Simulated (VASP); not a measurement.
# Ag in VASP: further runs

The runs below take Ag through single point, with r2SCAN.

Program: VASP 6.6.1. These are calculated values, not measurements. Logs are shortened: lines on timing, memory, paths and dates and some standing lists are left out, and cuts for length are marked.

## (1) The cell of the first run

The structure is cubic, space group Fm-3m (No. 225). Conventional cell: a = 4.085 Å, b = 4.085 Å, c = 4.085 Å, α = 90.00°, β = 90.00°, γ = 90.00°. Ag (site symmetry m-3m) has 12 Ag at 2.89 Å within 3.8 Å.

## (2) Single point, r2SCAN

The input, POSCAR:

```
Ag
1.0
    0.0000000000      2.0427500000      2.0427500000
    2.0427500000      0.0000000000      2.0427500000
    2.0427500000      2.0427500000      0.0000000000
Ag
1
Direct
    0.0000000000      0.0000000000      0.0000000000
```

The input, INCAR.step1:

```
ALGO = Normal ; EDIFF = 1E-4
ENCUT = 520 ; GGA = PE
ISMEAR = 1 ; LASPH = T
LCHARG = F ; LREAL = F
LWAVE = T ; NBANDS = 12
NELM = 80 ; PREC = Accurate
SIGMA = 0.05
```

The input, INCAR.step2:

```
ALGO = Normal ; EDIFF = 1E-6
ENCUT = 520 ; ISIF = 2
ISMEAR = 1 ; ISTART = 1
LASPH = T ; LCHARG = F
LMIXTAU = T ; LREAL = F
LWAVE = F ; METAGGA = R2SCAN
NBANDS = 12 ; NELM = 80
PREC = Accurate ; SIGMA = 0.05
```

The input, KPOINTS:

```
k-points
0
Gamma
  13 13 13
```

Potentials or basis: VASP PAW PBE potentials, release 64 (Ag).

Run with:

```bash
$ cat potpaw_PBE.64/Ag/POTCAR > POTCAR
$ cp INCAR.step1 INCAR
$ mpirun -np 1 vasp_std > vasp.out
$ cp INCAR.step2 INCAR
$ mpirun -np 1 vasp_std > vasp.out
```

OUTCAR:

```text
EDIFF = 1E-6
   ENCUT = 520
   ISIF = 2
   ISMEAR = 1
   ISTART = 1
   LASPH = T
   LREAL = F
   METAGGA = R2SCAN
   NELM = 80
   PREC = Accurate

 ion  position               nearest neighbor table
   1  0.000  0.000  0.000-

  LATTYP: Found a face centered cubic cell.
 ALAT       =     4.0855000000

  Lattice vectors:

 A1 = (   0.0000000000,   2.0427500000,   2.0427500000)
 A2 = (   2.0427500000,   0.0000000000,   2.0427500000)
 A3 = (   2.0427500000,   2.0427500000,   0.0000000000)

Analysis of symmetry for initial positions (statically):
=====================================================================
 Subroutine PRICEL returns:
 Original cell was already a primitive cell.

 Routine SETGRP: Setting up the symmetry group for a
 face centered cubic supercell.

 Subroutine GETGRP returns: Found 48 space group operations
 (whereof 48 operations were pure point group operations)
 out of a pool of 48 trial point group operations.

The static configuration has the point symmetry O_h .

Analysis of symmetry for dynamics (positions and initial velocities):
=====================================================================
 Subroutine PRICEL returns:
 Original cell was already a primitive cell.

 Routine SETGRP: Setting up the symmetry group for a
 face centered cubic supercell.

 Subroutine GETGRP returns: Found 48 space group operations
 (whereof 48 operations were pure point group operations)
 out of a pool of 48 trial point group operations.

The dynamic configuration has the point symmetry O_h .

 Subroutine INISYM returns: Found 48 space group operations
 (whereof 48 operations are pure point group operations),
 and found     1 'primitive' translations

----------------------------------------------------------------------------------------

                                     Primitive cell

  volume of cell :      17.0481

  direct lattice vectors                    reciprocal lattice vectors
     0.000000000  2.042750000  2.042750000    -0.244768082  0.244768082  0.244768082
     2.042750000  0.000000000  2.042750000     0.244768082 -0.244768082  0.244768082
     2.042750000  2.042750000  0.000000000     0.244768082  0.244768082 -0.244768082

  length of vectors
     2.888884755  2.888884755  2.888884755     0.423950755  0.423950755  0.423950755

  position of ions in fractional coordinates (direct lattice)
     0.000000000  0.000000000  0.000000000

  ion indices of the primitive-cell ions
   primitive index   ion index
                 1           1

----------------------------------------------------------------------------------------

 KPOINTS: k-points

Automatic generation of k-mesh.
 Grid dimensions read from file:
 generate k-points for:   13   13   13

 Generating k-lattice:

  Cartesian coordinates                     Fractional coordinates (reciprocal lattice)
    -0.018828314  0.018828314  0.018828314     0.076923077  0.000000000  0.000000000
     0.018828314 -0.018828314  0.018828314     0.000000000  0.076923077  0.000000000
     0.018828314  0.018828314 -0.018828314     0.000000000  0.000000000  0.076923077

  Length of vectors
     0.032611597  0.032611597  0.032611597

  Shift w.r.t. Gamma in fractional coordinates (k-lattice)
     0.000000000  0.000000000  0.000000000

 Subroutine IBZKPT returns following result:
 ===========================================

 Found     84 irreducible k-points:

 Following reciprocal coordinates:
            Coordinates               Weight
  0.000000  0.000000  0.000000      1.000000
  0.076923  0.000000  0.000000      8.000000
  0.153846  0.000000  0.000000      8.000000
  0.230769  0.000000  0.000000      8.000000
  0.307692  0.000000  0.000000      8.000000
  0.384615  0.000000  0.000000      8.000000
[... 16 lines left out ...]
  0.384615  0.153846  0.000000     24.000000
  0.461538  0.153846  0.000000     24.000000
 [... further k-points ...]
   k-points           NKPTS =     84   k-points in BZ     NKDIM =     84   number of bands    NBANDS=     12
   number of dos      NEDOS =    301   number of ions     NIONS =      1
   total plane-waves  NPLWV =  13824
   dimension x,y,z NGX =    24 NGY =   24 NGZ =   24
   dimension x,y,z NGXF=    48 NGYF=   48 NGZF=   48
   ions per type =               1
   NGX,Y,Z   is equivalent  to a cutoff of  13.81, 13.81, 13.81 a.u.
   NGXF,Y,Z  is equivalent  to a cutoff of  27.62, 27.62, 27.62 a.u.
 SYSTEM =  unknown system
   PREC   = accura    normal or accurate (medium, high low for compatibility)
   ISTART =      1    job   : 0-new  1-cont  2-samecut
   ICHARG =      0    charge: 1-file 2-atom 10-const
   ISPIN  =      1    spin polarized calculation?
   LNONCOLLINEAR =      F non collinear calculations
   LSORBIT =      F    spin-orbit coupling
   LASPH  =      T    aspherical Exc in radial PAW
   ENCUT  =  520.0 eV  38.22 Ry    6.18 a.u.   5.37  5.37  5.37*2*pi/ulx,y,z
   NELM   =     80;   NELMIN=  2; NELMDL=  0     # of ELM steps
   EDIFF  = 0.1E-05   stopping-criterion for ELM
   LREAL  =      F    real-space projection
   EDIFFG = 0.1E-04   stopping-criterion for IOM
   NSW    =      0    number of steps for IOM
   IBRION =     -1    ionic relax: 0-MD 1-quasi-New 2-CG
   NFREE  =      0    steps in history (QN), initial steepest desc. (CG)
   ISIF   =      2    stress and relaxation
   ISYM   =      2    0-nonsym 1-usesym 2-fastsym
   POTIM  = 0.5000    time-step for ionic-motion
   TEBEG  =    0.0;   TEEND  =   0.0 temperature during run
   PSTRESS=    0.0 pullay stress
   NELECT =      11.0000    total number of electrons
   NUPDOWN=      -1.0000    fix difference up-down
   EMIN   =  10.00;   EMAX   =-10.00  energy-range for DOS
   EFERMI =   0.00;   METHOD = LEGACY
   ISMEAR =     1;   SIGMA  =   0.05  broadening in eV -4-tet -1-fermi 0-gaus
   EFERMI_NEDOS =   21; number of points for ismear=-14 and -15
   IALGO  =     38    algorithm
   IMIX   =      4    mixing-type and parameters
     AMIX     =   0.40;   BMIX     =  1.00
     AMIX_MAG =   1.60;   BMIX_MAG =  1.00
  volume/ion in A,a.u.               =      17.05       115.05
  Fermi-wavevector in a.u.,A,eV,Ry     =   1.414644  2.673290 27.228221  2.001218
  Thomas-Fermi vector in A             =   2.536165
   LORBIT       =      0    0 simple, 1 ext, 2 COOP (PROOUT), +10 PAW based schemes
   METAGGA = R2SCAN    functional components
   LHFCALC =     F    Hartree Fock is set to
   AEXX    =    0.0000 exact exchange contribution
   IVDW    =     0    specifies the selected vdW correction
   LEPSILON=     F    determine dielectric tensor
   LRPA    =     F    only Hartree local field effects (RPA)
 non-spin polarized calculation
 Methfessel and Paxton  Order N= 1 SIGMA  =   0.05
  energy-cutoff  :      520.00
  volume of cell :       17.05
 maximum number of plane-waves:       471
 NGX is ok and might be reduce to    24
   NGX = 11   NGY = 11   NGZ = 11

 number of electron      10.9999999 magnetization

 Free energy of the ion-electron system (eV)
  ---------------------------------------------------
  ext. energy  EPLUGINS =         0.00000000
  ---------------------------------------------------
  free energy    TOTEN  =       -21.35343501 eV

  energy without entropy =      -21.35330788  energy(sigma->0) =      -21.35339263

 E-fermi :   8.6553     XC(G=0): -12.9737

 val. band max:        8.6423676201   @ k =  -0.3077   0.2308   0.0000
 cond. band min:       8.6657591114   @ k =   0.4615   0.3077   0.0000
 fundamental gap:      0.0233914913
 Fermi energy:         8.6552848319

 k-point     1 :       0.0000    0.0000    0.0000
  band No.  band energies     occupation
      1       0.4689      2.00000
      2       3.2856      2.00000
      3       3.2856      2.00000
      4       3.2856      2.00000
      5       4.3301      2.00000
      6       4.3301      2.00000
      7      25.0834      0.00000
      8      28.8193      0.00000
      9      28.8193      0.00000
     10      28.8193      0.00000
     11      33.7788      0.00000
     12      34.8275      0.00000

 k-point     2 :       0.0769    0.0000    0.0000
  band No.  band energies     occupation
      1       0.6589      2.00000
      2       3.2443      2.00000
      3       3.3370      2.00000
      4       3.3370      2.00000
      5       4.3114      2.00000
      6       4.3114      2.00000
      7      25.0793      0.00000
      8      27.3437      0.00000
      9      28.8861      0.00000
     10      28.8861      0.00000
     11      33.5844      0.00000
     12      34.6210      0.00000

 k-point     3 :       0.1538    0.0000    0.0000
  band No.  band energies     occupation
      1       1.1757      2.00000
      2       3.1904      2.00000
      3       3.4483      2.00000
      4       3.4483      2.00000
      5       4.2979      2.00000
      6       4.2979      2.00000
      7      23.7093      0.00000
      8      26.0615      0.00000
      9      29.0020      0.00000
     10      29.0020      0.00000
     11      32.3965      0.00000
     12      33.8618      0.00000
[... 286 lines left out ...]
 k-point    23 :       0.3846    0.1538    0.0000
  band No.  band energies     occupation
      1       2.1599      2.00000
      2       3.1799      2.00000
      3       3.5385      2.00000
      4       3.7553      2.00000
      5       5.0364      2.00000
      6       6.3300      2.00000
      7      17.1322      0.00000
      8      24.2579      0.00000
      9      24.4415      0.00000
     10      26.2463      0.00000
     11      33.3810      0.00000
     12      34.4605      0.00000

 k-point    24 :       0.4615    0.1538    0.0000
  band No.  band energies     occupation
      1       2.0751      2.00000
      2       3.0869      2.00000
      3       3.6585      2.00000
      4       3.9403      2.00000
      5       5.1702      2.00000
      6       8.0561      2.00000
      7      14.3302      0.00000
      8      23.2653      0.00000
      9      24.5082      0.00000
     10      25.6552      0.00000
     11      34.2440      0.00000
     12      34.2600      0.00000

 [... further k-points ...]

------------------------ aborting loop because EDIFF is reached ----------------------------------------

  FORCE on cell =-STRESS in cart. coord.  units (eV):
  Direction    XX          YY          ZZ          XY          YZ          ZX
  --------------------------------------------------------------------------------------
  -------------------------------------------------------------------------------------
  Total        0.1466804      0.1466804      0.1466804     -0.0000000     -0.0000000     -0.0000000
  in kB       13.7850079     13.7850079     13.7850079     -0.0000000     -0.0000000     -0.0000000
  external PRESSURE =      13.7850079 kB  Pullay stress =       0.0000000 kB

 VOLUME and BASIS-vectors are now :
 -----------------------------------------------------------------------------
  energy-cutoff  :      520.00
  volume of cell :       17.05
      direct lattice vectors                 reciprocal lattice vectors
     0.000000000  2.042750000  2.042750000    -0.244768082  0.244768082  0.244768082
     2.042750000  0.000000000  2.042750000     0.244768082 -0.244768082  0.244768082
     2.042750000  2.042750000  0.000000000     0.244768082  0.244768082 -0.244768082

 POSITION                                       TOTAL-FORCE (eV/Angst)
 -----------------------------------------------------------------------------------
      0.00000      0.00000      0.00000         0.000000      0.000000      0.000000
 -----------------------------------------------------------------------------------
    total drift:                               -0.000000      0.000000      0.000000

  FREE ENERGIE OF THE ION-ELECTRON SYSTEM (eV)
  ---------------------------------------------------
  free  energy   TOTEN  =       -21.3534350089 eV

  energy  without entropy=      -21.3533078835  energy(sigma->0) =      -21.35339263
```

Run time: 70 s. Hardware: 1 thread of Intel Xeon 8259CL, shared host; peak memory 0.15 GiB.

Results:

```
Free energy : -21.3534 eV
Pressure    : 1.4 GPa
```

Caveat: the PAW data sets were made with another functional, which shifts forces and pressure a little.

## (3) Single point, r2SCAN

POSCAR is that of step 2.

The input, INCAR.step1:

```
PREC = Accurate ; ENCUT = 520
ISMEAR = 1 ; SIGMA = 0.05
LREAL = False ; LASPH = True
NELM = 100 ; NBANDS = 12
GGA = PE ; ALGO = Normal
EDIFF = 1E-4 ; LWAVE = True
LCHARG = False
```

The input, INCAR.step2:

```
PREC = Accurate ; ENCUT = 520
EDIFF = 1E-6 ; ISMEAR = 1
SIGMA = 0.05 ; LREAL = False
LASPH = True ; NELM = 100
ALGO = Normal ; ISIF = 2
LWAVE = False ; LCHARG = True
METAGGA = R2SCAN ; LMIXTAU = True
LELF = True ; LVHAR = True
NBANDS = 12 ; ISTART = 1
```

The input, KPOINTS:

```
Automatic mesh
0
Gamma
  15 15 15
```

Potentials or basis: VASP PAW PBE potentials, release 64 (Ag).

Run with:

```bash
$ cat potpaw_PBE.64/Ag/POTCAR > POTCAR
$ cp INCAR.step1 INCAR
$ mpirun -np 1 vasp_std > vasp.out
$ cp INCAR.step2 INCAR
$ mpirun -np 1 vasp_std > vasp.out
```

Run time: 1.8 min. Hardware: 1 thread of Intel Xeon 8259CL, shared host; peak memory 0.16 GiB.

The run converged. Its results:

```yaml
Free_energy: -21.3512 eV
Pressure: 1.5 GPa
```

Levels at points of the mesh, in eV from the Fermi level:
```
           k point  band 2  band 3  band 4  band 5  band 6  band 7  band 8  band 9  band 10  band 11
(0.00, 0.00, 0.00)   -5.30   -5.30   -5.30   -4.26   -4.26   16.49   20.23   20.23    20.23    25.19
```

Caveat: the PAW data sets were made with another functional, which shifts forces and pressure a little.

(Continued in part 2 of 2.)
